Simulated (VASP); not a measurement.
# InSe (C2/m) in VASP: a series of runs

Runs on InSe. Level: PBEsol. Tasks: electric field gradients.

Program: VASP 6.6.1. These are calculated values, not measurements. Logs are shortened: lines on timing, memory, paths and dates and some standing lists are left out, and cuts for length are marked.

**1. The cell of the first run**

Symmetry: C2/m, No. 12, monoclinic system. The conventional cell has a = 11.736 Å, b = 4.110 Å, c = 4.691 Å, α = 90.00°, β = 109.93°, γ = 90.00°. In (site symmetry m) has 3 Se at 2.60 to 2.80 Å and 1 In at 2.74 Å within 3.4 Å. Se (site symmetry m) has 3 In at 2.60 to 2.80 Å within 3.4 Å.

**2. Electric field gradients, PBEsol (zz strain of +2 %)**

INCAR

```
PREC     = Accurate       # precision mode
ENCUT    = 520            # plane-wave cutoff, eV
EDIFF    = 1E-8           # SCF threshold, eV
ISMEAR   = -1             # smearing method
SIGMA    = 0.02           # smearing width, eV
LREAL    = F              # projectors in reciprocal space
LASPH    = T              # aspherical terms in the spheres
NELM     = 60             # most SCF steps
ALGO     = Normal         # electronic algorithm
ISIF     = 2              # what is computed and relaxed
LWAVE    = F              # write WAVECAR
LCHARG   = F              # write CHGCAR
GGA      = PS             # functional
LEFG     = T            
NBANDS   = 27             # bands
```

KPOINTS

```
regular mesh
0
Gamma
  7 7 6
```

POSCAR

```
InSe
1.0
    5.8679026766     -2.0550000000      0.0000000000
    5.8679026766      2.0550000000      0.0000000000
   -1.5994156962      0.0000000000      4.4101295345
In Se
2 2
Direct
    0.8840000000      0.8840000000      0.0050000000
    0.1160000000      0.1160000000      0.9950000000
    0.6600000000      0.6600000000      0.6420000000
    0.3400000000      0.3400000000      0.3580000000
```

Potentials or basis: VASP PAW PBE potentials, release 64 (In_d, Se).

On the command line:

```sh
cat potpaw_PBE.64/In_d/POTCAR potpaw_PBE.64/Se/POTCAR > POTCAR
mpirun -np 1 vasp_std > vasp.out
```

OUTCAR:

```text
PREC = Accurate
   ENCUT = 520
   EDIFF = 1E-8
   ISMEAR = -1
   LREAL = F
   LASPH = T
   NELM = 60
   ISIF = 2
   GGA = PS

 ion  position               nearest neighbor table
   1  0.884  0.884  0.005-   3 2.60   2 2.74   4 2.80   4 2.80   2 3.74   2 3.74
   2  0.116  0.116  0.995-   4 2.60   1 2.74   3 2.80   3 2.80   1 3.74   1 3.74
   3  0.660  0.660  0.642-   1 2.60   2 2.80   2 2.80
   4  0.340  0.340  0.358-   2 2.60   1 2.80   1 2.80

  LATTYP: Found a base centered monoclinic cell.
 ALAT       =    11.7358053532
 B/A-ratio  =     0.3502103074
 C/A-ratio  =     0.3997341065
 COS(beta)  =    -0.3409394457

  Lattice vectors:

 A1 = (   5.8679026766,  -2.0550000000,   0.0000000000)
 A2 = (   5.8679026766,   2.0550000000,   0.0000000000)
 A3 = (  -1.5994156962,   0.0000000000,   4.4101295345)

Analysis of symmetry for initial positions (statically):
=====================================================================
 Subroutine PRICEL returns:
 Original cell was already a primitive cell.

 Routine SETGRP: Setting up the symmetry group for a
 base centered monoclinic supercell.

 Subroutine GETGRP returns: Found  4 space group operations
 (whereof  4 operations were pure point group operations)
 out of a pool of  4 trial point group operations.

The static configuration has the point symmetry C_2h.

Analysis of symmetry for dynamics (positions and initial velocities):
=====================================================================
 Subroutine PRICEL returns:
 Original cell was already a primitive cell.

 Routine SETGRP: Setting up the symmetry group for a
 base centered monoclinic supercell.

 Subroutine GETGRP returns: Found  4 space group operations
 (whereof  4 operations were pure point group operations)
 out of a pool of  4 trial point group operations.

The dynamic configuration has the point symmetry C_2h.

 Subroutine INISYM returns: Found  4 space group operations
 (whereof  4 operations are pure point group operations),
 and found     1 'primitive' translations

----------------------------------------------------------------------------------------

                                     Primitive cell

  volume of cell :     106.3594

  direct lattice vectors                    reciprocal lattice vectors
     5.867902677 -2.055000000  0.000000000     0.085209321 -0.243309002  0.030902749
     5.867902677  2.055000000  0.000000000     0.085209321  0.243309002  0.030902749
    -1.599415696  0.000000000  4.410129535     0.000000000  0.000000000  0.226750709

  length of vectors
     6.217339208  6.217339208  4.691201667     0.259643754  0.259643754  0.226750709

  position of ions in fractional coordinates (direct lattice)
     0.884000000  0.884000000  0.005000000
     0.116000000  0.116000000  0.995000000
     0.660000000  0.660000000  0.642000000
     0.340000000  0.340000000  0.358000000

  ion indices of the primitive-cell ions
   primitive index   ion index
                 1           1
                 2           2
                 3           3
                 4           4

----------------------------------------------------------------------------------------

 KPOINTS: regular mesh

Automatic generation of k-mesh.
 Grid dimensions read from file:
 generate k-points for:    7    7    6

 Generating k-lattice:

  Cartesian coordinates                     Fractional coordinates (reciprocal lattice)
     0.012172760 -0.034758429  0.004414678     0.142857143 -0.000000000 -0.000000000
     0.012172760  0.034758429  0.004414678    -0.000000000  0.142857143 -0.000000000
     0.000000000  0.000000000  0.037791785     0.000000000  0.000000000  0.166666667

  Length of vectors
     0.037091965  0.037091965  0.037791785

  Shift w.r.t. Gamma in fractional coordinates (k-lattice)
     0.000000000  0.000000000  0.000000000

 Subroutine IBZKPT returns following result:
 ===========================================

 Found     88 irreducible k-points:

 Following reciprocal coordinates:
            Coordinates               Weight
  0.000000  0.000000  0.000000      1.000000
  0.142857  0.000000  0.000000      4.000000
  0.285714  0.000000  0.000000      4.000000
  0.428571  0.000000  0.000000      4.000000
  0.142857  0.142857 -0.000000      2.000000
  0.285714  0.142857  0.000000      4.000000
[... 16 lines left out ...]
 -0.142857 -0.000000  0.166667      4.000000
  0.142857  0.142857  0.166667      2.000000
 [... further k-points ...]
   k-points           NKPTS =     88   k-points in BZ     NKDIM =     88   number of bands    NBANDS=     27
   number of dos      NEDOS =    301   number of ions     NIONS =      4
   total plane-waves  NPLWV =  82944
   dimension x,y,z NGX =    48 NGY =   48 NGZ =   36
   dimension x,y,z NGXF=    96 NGYF=   96 NGZF=   72
   ions per type =               2   2
   NGX,Y,Z   is equivalent  to a cutoff of  12.83, 12.83, 12.76 a.u.
   NGXF,Y,Z  is equivalent  to a cutoff of  25.67, 25.67, 25.52 a.u.
 SYSTEM =  unknown system
   PREC   = accura    normal or accurate (medium, high low for compatibility)
   ISTART =      0    job   : 0-new  1-cont  2-samecut
   ICHARG =      2    charge: 1-file 2-atom 10-const
   ISPIN  =      1    spin polarized calculation?
   LNONCOLLINEAR =      F non collinear calculations
   LSORBIT =      F    spin-orbit coupling
   LASPH  =      T    aspherical Exc in radial PAW
   ENCUT  =  520.0 eV  38.22 Ry    6.18 a.u.  11.56 11.56  8.72*2*pi/ulx,y,z
   NELM   =     60;   NELMIN=  2; NELMDL= -5     # of ELM steps
   EDIFF  = 0.1E-07   stopping-criterion for ELM
   LREAL  =      F    real-space projection
   EDIFFG = 0.1E-06   stopping-criterion for IOM
   NSW    =      0    number of steps for IOM
   IBRION =     -1    ionic relax: 0-MD 1-quasi-New 2-CG
   NFREE  =      0    steps in history (QN), initial steepest desc. (CG)
   ISIF   =      2    stress and relaxation
   ISYM   =      2    0-nonsym 1-usesym 2-fastsym
   POTIM  = 0.5000    time-step for ionic-motion
   TEBEG  =    0.0;   TEEND  =   0.0 temperature during run
   PSTRESS=    0.0 pullay stress
   NELECT =      38.0000    total number of electrons
   NUPDOWN=      -1.0000    fix difference up-down
   EMIN   =  10.00;   EMAX   =-10.00  energy-range for DOS
   EFERMI =   0.00;   METHOD = LEGACY
   ISMEAR =    -1;   SIGMA  =   0.02  broadening in eV -4-tet -1-fermi 0-gaus
   EFERMI_NEDOS =   21; number of points for ismear=-14 and -15
   IALGO  =     38    algorithm
   IMIX   =      4    mixing-type and parameters
     AMIX     =   0.40;   BMIX     =  1.00
     AMIX_MAG =   1.60;   BMIX_MAG =  1.00
  volume/ion in A,a.u.               =      26.59       179.44
  Fermi-wavevector in a.u.,A,eV,Ry     =   1.161655  2.195211 18.360292  1.349443
  Thomas-Fermi vector in A             =   2.298225
   LORBIT       =      0    0 simple, 1 ext, 2 COOP (PROOUT), +10 PAW based schemes
   GGA     = PS    functional components
   LHFCALC =     F    Hartree Fock is set to
   AEXX    =    0.0000 exact exchange contribution
   IVDW    =     0    specifies the selected vdW correction
   LEPSILON=     F    determine dielectric tensor
   LRPA    =     F    only Hartree local field effects (RPA)
 non-spin polarized calculation
  energy-cutoff  :      520.00
  volume of cell :      106.36
 maximum number of plane-waves:      2885
 NGX is ok and might be reduce to    48
   NGX = 23   NGY = 23   NGZ = 17

 number of electron      38.0000002 magnetization

 Free energy of the ion-electron system (eV)
  ---------------------------------------------------
  ext. energy  EPLUGINS =         0.00000000
  ---------------------------------------------------
  free energy    TOTEN  =       -15.43731589 eV

  energy without entropy =      -15.43731589  energy(sigma->0) =      -15.43731589

 E-fermi :   4.9613     XC(G=0):  -9.6724

 val. band max:        4.5558008580   @ k =  -0.2857  -0.2857   0.3333
 cond. band min:       5.4548090428   @ k =   0.4286   0.4286   0.0000
 fundamental gap:      0.8990081849
 Fermi energy:         4.9612667749

 k-point     1 :       0.0000    0.0000    0.0000
  band No.  band energies     occupation
      1     -10.0181      2.00000
      2      -9.9949      2.00000
      3      -9.6965      2.00000
      4      -9.6745      2.00000
      5      -9.6340      2.00000
      6      -9.6305      2.00000
[... 19 lines left out ...]
     26      11.4531      0.00000
     27      12.9888      0.00000

 k-point     2 :       0.1429    0.0000    0.0000
  band No.  band energies     occupation
      1     -10.0248      2.00000
      2      -9.9784      2.00000
      3      -9.7332      2.00000
      4      -9.6697      2.00000
      5      -9.6483      2.00000
      6      -9.6222      2.00000
[... 19 lines left out ...]
     26      11.4007      0.00000
     27      12.9061      0.00000

 k-point     3 :       0.2857    0.0000    0.0000
  band No.  band energies     occupation
      1     -10.0281      2.00000
      2      -9.9599      2.00000
      3      -9.7796      2.00000
      4      -9.6991      2.00000
      5      -9.6454      2.00000
      6      -9.6330      2.00000
[... 19 lines left out ...]
     26      11.9494      0.00000
     27      12.4504      0.00000

 k-point     4 :       0.4286    0.0000    0.0000
  band No.  band energies     occupation
      1     -10.0275      2.00000
      2      -9.9593      2.00000
      3      -9.7785      2.00000
      4      -9.7446      2.00000
      5      -9.6414      2.00000
      6      -9.6341      2.00000
[... 19 lines left out ...]
     26      11.9908      0.00000
     27      13.0552      0.00000
[... 516 lines left out ...]
      4      -9.7177      2.00000
      5      -9.6427      2.00000
      6      -9.6283      2.00000
[... 19 lines left out ...]
     26      11.8563      0.00000
     27      12.3209      0.00000

 k-point    23 :      -0.1429   -0.0000    0.1667
  band No.  band energies     occupation
      1     -10.0265      2.00000
      2      -9.9826      2.00000
      3      -9.7347      2.00000
      4      -9.6734      2.00000
      5      -9.6526      2.00000
      6      -9.6212      2.00000
[... 19 lines left out ...]
     26      11.2218      0.00000
     27      12.7988      0.00000

 k-point    24 :       0.1429    0.1429    0.1667
  band No.  band energies     occupation
      1     -10.0532      2.00000
      2      -9.9508      2.00000
      3      -9.7184      2.00000
      4      -9.6682      2.00000
      5      -9.6364      2.00000
      6      -9.6302      2.00000
[... 19 lines left out ...]
     26      11.0464      0.00000
     27      12.1179      0.00000

 [... further k-points ...]
[... 5 lines left out ...]
  --------------------------------------------------------------------------------------
  -------------------------------------------------------------------------------------
  Total        0.6482767     -1.4319856     -1.3483288      0.0000000      0.0000000      1.1715088
  in kB        9.7655099    -21.5711426    -20.3109544      0.0000000      0.0000000     17.6473729
  external PRESSURE =     -10.7055290 kB  Pullay stress =       0.0000000 kB

 VOLUME and BASIS-vectors are now :
 -----------------------------------------------------------------------------
  energy-cutoff  :      520.00
  volume of cell :      106.36
      direct lattice vectors                 reciprocal lattice vectors
     5.867902677 -2.055000000  0.000000000     0.085209321 -0.243309002  0.030902749
     5.867902677  2.055000000  0.000000000     0.085209321  0.243309002  0.030902749
    -1.599415696  0.000000000  4.410129535     0.000000000  0.000000000  0.226750709

 POSITION                                       TOTAL-FORCE (eV/Angst)
 -----------------------------------------------------------------------------------
     10.36645      0.00000      0.02205        -0.352680      0.000000      0.527771
     -0.23007      0.00000      4.38808         0.352680      0.000000     -0.527771
      6.71881      0.00000      2.83130        -0.618225      0.000000      0.178646
      3.41758      0.00000      1.57883         0.618225      0.000000     -0.178646
 -----------------------------------------------------------------------------------
    total drift:                               -0.000000     -0.000000      0.000000

  FREE ENERGIE OF THE ION-ELECTRON SYSTEM (eV)
  ---------------------------------------------------
  free  energy   TOTEN  =       -15.4373158916 eV

  energy  without entropy=      -15.4373158916  energy(sigma->0) =      -15.43731589

 Electric field gradients (V/A^2)
---------------------------------------------------------------------
 ion       V_xx      V_yy      V_zz      V_xy      V_xz      V_yz
---------------------------------------------------------------------
   1    -173.978    98.154    75.824     0.000   -42.751     0.000
   2    -173.978    98.154    75.824    -0.000   -42.751     0.000
   3      69.987   -31.043   -38.944     0.000    20.031     0.000
   4      69.987   -31.043   -38.944     0.000    20.031     0.000
---------------------------------------------------------------------

 Electric field gradients after diagonalization (V/A^2)
 (convention: |V_zz| > |V_xx| > |V_yy|)
----------------------------------------------------------------------
 ion       V_xx      V_yy      V_zz     asymmetry (V_yy - V_xx)/ V_zz
----------------------------------------------------------------------
   1      98.154    82.938  -181.092       0.084
   2      98.154    82.938  -181.092       0.084
   3     -42.511   -31.043    73.554       0.156
   4     -42.511   -31.043    73.554       0.156
----------------------------------------------------------------------

           NMR quadrupolar parameters

 Cq : quadrupolar parameter    Cq=e*Q*V_zz/h
 eta: asymmetry parameters     (V_yy - V_xx)/ V_zz
 Q  : nuclear electric quadrupole moment in mb (millibarn)
----------------------------------------------------------------------
 ion       Cq(MHz)       eta       Q (mb)
----------------------------------------------------------------------
   1      -0.438       0.084       1.000
   2      -0.438       0.084       1.000
   3       0.178       0.156       1.000
   4       0.178       0.156       1.000
----------------------------------------------------------------------
```

Wall time 6.8 min (1 thread of Intel Xeon Platinum 8259CL at 2.50GHz (Skylake/Cascade Lake), shared host); peak memory 0.41 GiB.

What came out:

```
Free energy            : -15.4373 eV
Pressure               : -1.1 GPa
Largest force          : 0.644 eV/Å
Band gap on the k mesh : 0.90 eV, indirect (least direct gap 1.30 eV)
```

Forces on the atoms (eV/Å):
```
In  -0.353  0.000  0.528
In   0.353  0.000 -0.528
Se  -0.618  0.000  0.179
Se   0.618  0.000 -0.179
```

Levels at points of the mesh, in eV from the valence-band top:
```tsv
k point	band 16	band 17	band 18	band 19	band 20	band 21	band 22	band 23
(0.00, 0.00, 0.00)	-2.74	-2.13	-1.77	-1.02	2.73	3.45	4.29	4.58
(0.00, 0.00, 0.50)	-1.56	-1.49	-1.07	-0.36	1.05	2.18	3.39	3.56
```

Electric field gradients, principal values (V/Å²):
```
atom    least   middle  greatest (by size)
1 In   82.938   98.154            -181.092
2 In   82.938   98.154            -181.092
3 Se  -31.043  -42.511              73.554
4 Se  -31.043  -42.511              73.554
```

Caveat: the cell differs from its parent crystal (zz strain of +2 %); without QUAD_EFG the Cq values of the log hold for a quadrupole moment of 1 mb, not for the nuclei; the PAW data sets were made with another functional, which shifts forces and pressure a little; spin-orbit coupling is left out, which moves the levels of the heavy elements.

[end of part 1 of 2]
